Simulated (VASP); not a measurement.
# SnS (Pnma) in VASP: relaxation of cell and atoms with PBEsol

Aim: the relaxation of cell and atoms of SnS with PBEsol.

All numbers are computed with VASP 6.6.1; they aren't measurements. Logs are shortened: lines on timing, memory, paths and dates and some standing lists are left out, and cuts for length are marked.

### Step 1. The cell of the first run

The structure is orthorhombic, space group Pnma (No. 62). Conventional cell: a = 11.200 Å, b = 3.987 Å, c = 4.334 Å, α = 90.00°, β = 90.00°, γ = 90.00°. Sn (site symmetry m) has 6 S at 2.63 to 3.39 Å and 2 Sn at 3.49 Å within 3.5 Å. Within 3.5 Å of S (site symmetry m) lie 6 Sn at 2.63 to 3.39 Å.

### Step 2. Relaxation of cell and atoms, PBEsol

Input file INCAR:

```
SYSTEM = SnS
  PREC = Accurate
  ENCUT = 500
  EDIFF = 1E-7
  ISMEAR = 0
  SIGMA = 0.01
  LREAL = .FALSE.
  LASPH = .TRUE.
  NELM = 120
  ALGO = Normal
  ISIF = 3
  LWAVE = .FALSE.
  LCHARG = .FALSE.
  GGA = PS
  IBRION = 2
  NSW = 100
  EDIFFG = -0.001
  GGA_COMPAT = .FALSE.
  NELMIN = 4
  KPAR = 4
```

Input file KPOINTS:

```
Automatic mesh
0
G
  4 8 8
  0 0 0
```

Input file POSCAR:

```
SnS
1.0
   11.2000000000      0.0000000000      0.0000000000
    0.0000000000      3.9870000000      0.0000000000
    0.0000000000      0.0000000000      4.3340000000
Sn S
4 4
Direct
    0.1194000000      0.2500000000      0.1198000000
    0.3806000000      0.7500000000      0.6198000000
    0.6194000000      0.2500000000      0.3802000000
    0.8806000000      0.7500000000      0.8802000000
    0.8508000000      0.2500000000      0.4793000000
    0.6492000000      0.7500000000      0.9793000000
    0.3508000000      0.2500000000      0.0207000000
    0.1492000000      0.7500000000      0.5207000000
```

Potentials or basis: VASP PAW PBE potentials, release 64 (Sn_d, S).

Launch:

```bash
$ cat potpaw_PBE.64/Sn_d/POTCAR potpaw_PBE.64/S/POTCAR > POTCAR
$ mpirun -np 4 vasp_std > vasp.out
```

OUTCAR:

```text
SYSTEM = SnS
   PREC = Accurate
   ENCUT = 500
   EDIFF = 1E-7
   ISMEAR = 0
   LREAL = .FALSE.
   LASPH = .TRUE.
   NELM = 120
   ISIF = 3
   GGA = PS
   IBRION = 2
   NSW = 100
   EDIFFG = -0.001
   NELMIN = 4

 ion  position               nearest neighbor table
   1  0.119  0.250  0.120-   7 2.63   8 2.67   8 2.67   4 3.49   4 3.49
   2  0.381  0.750  0.620-   8 2.63   7 2.67   7 2.67   3 3.49   3 3.49
   3  0.619  0.250  0.380-   5 2.63   6 2.67   6 2.67   2 3.49   2 3.49
   4  0.881  0.750  0.880-   6 2.63   5 2.67   5 2.67   1 3.49   1 3.49
   5  0.851  0.250  0.479-   3 2.63   4 2.67   4 2.67
   6  0.649  0.750  0.979-   4 2.63   3 2.67   3 2.67
   7  0.351  0.250  0.021-   1 2.63   2 2.67   2 2.67
   8  0.149  0.750  0.521-   2 2.63   1 2.67   1 2.67

  LATTYP: Found a simple orthorhombic cell.
 ALAT       =     3.9870000000
 B/A-ratio  =     1.0870328568
 C/A-ratio  =     2.8091296714

  Lattice vectors:

 A1 = (   0.0000000000,   3.9870000000,   0.0000000000)
 A2 = (   0.0000000000,   0.0000000000,   4.3340000000)
 A3 = (  11.2000000000,   0.0000000000,   0.0000000000)

Analysis of symmetry for initial positions (statically):
=====================================================================
 Subroutine PRICEL returns:
 Original cell was already a primitive cell.

 Routine SETGRP: Setting up the symmetry group for a
 simple orthorhombic supercell.

 Subroutine GETGRP returns: Found  8 space group operations
 (whereof  2 operations were pure point group operations)
 out of a pool of  8 trial point group operations.

The static configuration has the point symmetry S_2 .
 The point group associated with its full space group is D_2h.

Analysis of symmetry for dynamics (positions and initial velocities):
=====================================================================
 Subroutine PRICEL returns:
 Original cell was already a primitive cell.

 Routine SETGRP: Setting up the symmetry group for a
 simple orthorhombic supercell.

 Subroutine GETGRP returns: Found  8 space group operations
 (whereof  2 operations were pure point group operations)
 out of a pool of  8 trial point group operations.

The dynamic configuration has the point symmetry S_2 .
 The point group associated with its full space group is D_2h.

 Subroutine INISYM returns: Found  8 space group operations
 (whereof  2 operations are pure point group operations),
 and found     1 'primitive' translations

----------------------------------------------------------------------------------------

                                     Primitive cell

  volume of cell :     193.5322

  direct lattice vectors                    reciprocal lattice vectors
    11.200000000  0.000000000  0.000000000     0.089285714  0.000000000  0.000000000
     0.000000000  3.987000000  0.000000000     0.000000000  0.250815149  0.000000000
     0.000000000  0.000000000  4.334000000     0.000000000  0.000000000  0.230733733

  length of vectors
    11.200000000  3.987000000  4.334000000     0.089285714  0.250815149  0.230733733

  position of ions in fractional coordinates (direct lattice)
     0.119400000  0.250000000  0.119800000
     0.380600000  0.750000000  0.619800000
     0.619400000  0.250000000  0.380200000
     0.880600000  0.750000000  0.880200000
     0.850800000  0.250000000  0.479300000
     0.649200000  0.750000000  0.979300000
     0.350800000  0.250000000  0.020700000
     0.149200000  0.750000000  0.520700000

  ion indices of the primitive-cell ions
   primitive index   ion index
                 1           1
                 2           2
                 3           3
                 4           4
                 5           5
                 6           6
                 7           7
                 8           8

----------------------------------------------------------------------------------------

 KPOINTS: Automatic mesh

Automatic generation of k-mesh.
 Grid dimensions read from file:
 generate k-points for:    4    8    8

 Generating k-lattice:

  Cartesian coordinates                     Fractional coordinates (reciprocal lattice)
     0.022321429  0.000000000  0.000000000     0.250000000  0.000000000  0.000000000
     0.000000000  0.031351894  0.000000000     0.000000000  0.125000000  0.000000000
     0.000000000  0.000000000  0.028841717     0.000000000  0.000000000  0.125000000

  Length of vectors
     0.022321429  0.031351894  0.028841717

  Shift w.r.t. Gamma in fractional coordinates (k-lattice)
     0.000000000  0.000000000  0.000000000

 Subroutine IBZKPT returns following result:
 ===========================================

 Found     75 irreducible k-points:

 Following reciprocal coordinates:
            Coordinates               Weight
  0.000000  0.000000  0.000000      1.000000
  0.250000  0.000000  0.000000      2.000000
  0.500000  0.000000  0.000000      1.000000
  0.000000  0.125000  0.000000      2.000000
  0.250000  0.125000  0.000000      4.000000
  0.500000  0.125000  0.000000      2.000000
[... 16 lines left out ...]
  0.250000  0.250000  0.125000      8.000000
  0.500000  0.250000  0.125000      4.000000
 [... further k-points ...]
   k-points           NKPTS =     75   k-points in BZ     NKDIM =     75   number of bands    NBANDS=     48
   number of dos      NEDOS =    301   number of ions     NIONS =      8
   total plane-waves  NPLWV =  80640
   dimension x,y,z NGX =    84 NGY =   30 NGZ =   32
   dimension x,y,z NGXF=   168 NGYF=   60 NGZF=   64
   ions per type =               4   4
   NGX,Y,Z   is equivalent  to a cutoff of  12.47, 12.51, 12.27 a.u.
   NGXF,Y,Z  is equivalent  to a cutoff of  24.94, 25.02, 24.55 a.u.
 SYSTEM =  SnS
   PREC   = accura    normal or accurate (medium, high low for compatibility)
   ISTART =      0    job   : 0-new  1-cont  2-samecut
   ICHARG =      2    charge: 1-file 2-atom 10-const
   ISPIN  =      1    spin polarized calculation?
   LNONCOLLINEAR =      F non collinear calculations
   LSORBIT =      F    spin-orbit coupling
   LASPH  =      T    aspherical Exc in radial PAW
   ENCUT  =  500.0 eV  36.75 Ry    6.06 a.u.  20.42  7.27  7.90*2*pi/ulx,y,z
   NELM   =    120;   NELMIN=  4; NELMDL= -5     # of ELM steps
   EDIFF  = 0.1E-06   stopping-criterion for ELM
   LREAL  =      F    real-space projection
   EDIFFG = -.1E-02   stopping-criterion for IOM
   NSW    =    100    number of steps for IOM
   IBRION =      2    ionic relax: 0-MD 1-quasi-New 2-CG
   NFREE  =      1    steps in history (QN), initial steepest desc. (CG)
   ISIF   =      3    stress and relaxation
   ISYM   =      2    0-nonsym 1-usesym 2-fastsym
   POTIM  = 0.5000    time-step for ionic-motion
   TEBEG  =    0.0;   TEEND  =   0.0 temperature during run
   PSTRESS=    0.0 pullay stress
   NELECT =      80.0000    total number of electrons
   NUPDOWN=      -1.0000    fix difference up-down
   EMIN   =  10.00;   EMAX   =-10.00  energy-range for DOS
   EFERMI =   0.00;   METHOD = LEGACY
   ISMEAR =     0;   SIGMA  =   0.01  broadening in eV -4-tet -1-fermi 0-gaus
   EFERMI_NEDOS =   21; number of points for ismear=-14 and -15
   IALGO  =     38    algorithm
   IMIX   =      4    mixing-type and parameters
     AMIX     =   0.40;   BMIX     =  1.00
     AMIX_MAG =   1.60;   BMIX_MAG =  1.00
  volume/ion in A,a.u.               =      24.19       163.25
  Fermi-wavevector in a.u.,A,eV,Ry     =   1.219515  2.304549 20.234810  1.487217
  Thomas-Fermi vector in A             =   2.354764
   LORBIT       =      0    0 simple, 1 ext, 2 COOP (PROOUT), +10 PAW based schemes
   GGA     = PS    functional components
   LHFCALC =     F    Hartree Fock is set to
   AEXX    =    0.0000 exact exchange contribution
   IVDW    =     0    specifies the selected vdW correction
   LEPSILON=     F    determine dielectric tensor
   LRPA    =     F    only Hartree local field effects (RPA)
 conjugate gradient relaxation of ions
 non-spin polarized calculation
 Gauss-broadening in eV      SIGMA  =   0.01
  energy-cutoff  :      500.00
  volume of cell :      193.53
 maximum number of plane-waves:      4936
 NGX is ok and might be reduce to    84
   NGX = 41   NGY = 15   NGZ = 15

--------------------------------------- Ionic step        1  -------------------------------------------

 number of electron      80.0000033 magnetization

 Free energy of the ion-electron system (eV)
  ---------------------------------------------------
  ext. energy  EPLUGINS =         0.00000000
  ---------------------------------------------------
  free energy    TOTEN  =       -38.36099868 eV

  energy without entropy =      -38.36099868  energy(sigma->0) =      -38.36099868

------------------------ aborting loop because EDIFF is reached ----------------------------------------

  FORCE on cell =-STRESS in cart. coord.  units (eV):
  Direction    XX          YY          ZZ          XY          YZ          ZX
  --------------------------------------------------------------------------------------
  -------------------------------------------------------------------------------------
  Total       -0.8340455     -1.0521802     -1.1234637      0.0000000      0.0000000      0.0000000
  in kB       -6.9047372     -8.7105890     -9.3007180      0.0000000      0.0000000      0.0000000
  external PRESSURE =      -8.3053481 kB  Pullay stress =       0.0000000 kB
[... 107 lines left out ...]
  FREE ENERGIE OF THE ION-ELECTRON SYSTEM (eV)
  ---------------------------------------------------
  free  energy   TOTEN  =       -38.3713104926 eV

  energy  without entropy=      -38.3713104926  energy(sigma->0) =      -38.37131049

[... ionic steps 4 to 38 ...]

--------------------------------------- Ionic step       39  -------------------------------------------

 number of electron      80.0000026 magnetization

------------------------ aborting loop because EDIFF is reached ----------------------------------------
[... 79 lines left out ...]
--------------------------------------- Ionic step       41  -------------------------------------------

 number of electron      80.0000026 magnetization

 Free energy of the ion-electron system (eV)
  ---------------------------------------------------
  ext. energy  EPLUGINS =         0.00000000
  ---------------------------------------------------
  free energy    TOTEN  =       -38.38871482 eV

  energy without entropy =      -38.38871482  energy(sigma->0) =      -38.38871482

 E-fermi :   6.6030     XC(G=0): -10.2123

 val. band max:        6.5121860374   @ k =   0.5000   0.0000   0.5000
 cond. band min:       7.2416656026   @ k =   0.0000   0.0000   0.0000
 fundamental gap:      0.7294795652
 Fermi energy:         6.6029743459

 k-point     1 :       0.0000    0.0000    0.0000
  band No.  band energies     occupation
      1     -14.7162      2.00000
      2     -14.6935      2.00000
      3     -14.6919      2.00000
      4     -14.6840      2.00000
      5     -14.6790      2.00000
      6     -14.6746      2.00000
[... 1213 lines left out ...]
     47      10.0346      0.00000
     48      10.0346      0.00000

 [... further k-points ...]

------------------------ aborting loop because EDIFF is reached ----------------------------------------

  FORCE on cell =-STRESS in cart. coord.  units (eV):
  Direction    XX          YY          ZZ          XY          YZ          ZX
  --------------------------------------------------------------------------------------
  -------------------------------------------------------------------------------------
  Total       -0.0020191     -0.0051168     -0.0010230      0.0000000      0.0000000      0.0000000
  in kB       -0.0172972     -0.0438349     -0.0087636      0.0000000      0.0000000      0.0000000
  external PRESSURE =      -0.0232986 kB  Pullay stress =       0.0000000 kB
[... 23 lines left out ...]
  FREE ENERGIE OF THE ION-ELECTRON SYSTEM (eV)
  ---------------------------------------------------
  free  energy   TOTEN  =       -38.3887148240 eV

  energy  without entropy=      -38.3887148240  energy(sigma->0) =      -38.38871482

 reached required accuracy - stopping structural energy minimisation
```

Wall time 25 min (4 MPI ranks of Intel Xeon 6975P-C (Granite Rapids), shared host); peak memory 0.61 GiB.

What came out:

| Quantity | Value |
| --- | --- |
| Free energy | -38.3887 eV |
| Relaxed volume | 23.38 Å³/atom |
| Relaxed cell | a = 11.090 Å, b = 3.984 Å, c = 4.233 Å, α = 90.00°, β = 90.00°, γ = 90.00° |
| Space group after relaxing (to 0.1 Å) | Pnma (No. 62) |
| Energy gained by relaxing | 3.5 meV/atom |
| Ionic steps | 41 |
| Pressure after relaxing | 0.0 GPa |
| Band gap on the k mesh | 0.73 eV (least direct gap 1.11 eV) |

Step by step:
| step | energy change (eV) | largest force (eV/Å) | pressure (GPa) | volume (Å³) |
| --- | --- | --- | --- | --- |
| 1 | 0.0000 | 0.0743 | -0.83 | 193.53 |
| 3 | -0.0103 | 0.1497 | 0.16 | 189.98 |
| 5 | -0.0238 | 0.0377 | 0.04 | 187.39 |
| 7 | -0.0259 | 0.0310 | -0.04 | 187.27 |
| 9 | -0.0268 | 0.0167 | 0.11 | 186.84 |
| 11 | -0.0270 | 0.0189 | -0.02 | 187.20 |
| 13 | -0.0274 | 0.0091 | -0.01 | 187.17 |
| 15 | -0.0274 | 0.0093 | -0.01 | 187.16 |
| 17 | -0.0275 | 0.0067 | 0.01 | 187.06 |
| 19 | -0.0275 | 0.0091 | -0.02 | 187.08 |
| 21 | -0.0276 | 0.0091 | 0.03 | 186.91 |
| 23 | -0.0276 | 0.0043 | 0.01 | 186.98 |
| 25 | -0.0277 | 0.0041 | 0.00 | 186.99 |
| 27 | -0.0277 | 0.0036 | -0.01 | 187.04 |
| 29 | -0.0277 | 0.0026 | -0.02 | 187.07 |
| 31 | -0.0277 | 0.0018 | -0.02 | 187.08 |
| 33 | -0.0277 | 0.0014 | 0.00 | 187.04 |
| 35 | -0.0277 | 0.0012 | -0.01 | 187.05 |
| 37 | -0.0277 | 0.0012 | 0.00 | 187.03 |
| 39 | -0.0277 | 0.0014 | 0.00 | 187.02 |
| 41 | -0.0277 | 0.0009 | 0.00 | 187.02 |

Final structure:
```
Sn S
1.0
    11.09015    0.00000    0.00000
     0.00000    3.98352    0.00000
     0.00000    0.00000    4.23335
Sn S
4 4
Direct
  0.11844 0.25000 0.10970
  0.38156 0.75000 0.60970
  0.61844 0.25000 0.39030
  0.88156 0.75000 0.89030
  0.85340 0.25000 0.47511
  0.64660 0.75000 0.97511
  0.35340 0.25000 0.02489
  0.14660 0.75000 0.52489
```

Levels at points of the mesh, in eV from the valence-band top:
```
           k point  band 37  band 38  band 39  band 40  band 41  band 42  band 43  band 44
(0.00, 0.00, 0.00)    -1.98    -1.29    -0.82    -0.67     0.73     2.96     3.00     3.11
(0.50, 0.00, 0.00)    -2.24    -2.24    -0.71    -0.71     2.61     2.61     2.77     2.77
(0.00, 0.50, 0.00)    -1.05    -1.05    -0.78    -0.78     1.09     1.09     1.71     1.71
(0.50, 0.50, 0.00)    -1.01    -1.01    -1.01    -1.01     1.58     1.58     1.58     1.58
(0.00, 0.00, 0.50)    -0.96    -0.96    -0.09    -0.09     1.41     1.41     1.86     1.86
(0.50, 0.00, 0.50)    -0.72    -0.72     0.00     0.00     1.29     1.29     1.81     1.81
(0.00, 0.50, 0.50)    -2.57    -2.57    -1.60    -1.60     2.74     2.74     3.00     3.00
(0.50, 0.50, 0.50)    -1.77    -1.77    -1.77    -1.77     2.54     2.54     2.54     2.54
```

Caveat: semilocal functionals underestimate gaps, and a narrow one can read as zero; the PAW data sets were made with another functional, which shifts forces and pressure a little; spin-orbit coupling is left out, which moves the levels of the heavy elements. A k mesh can miss the band edges.
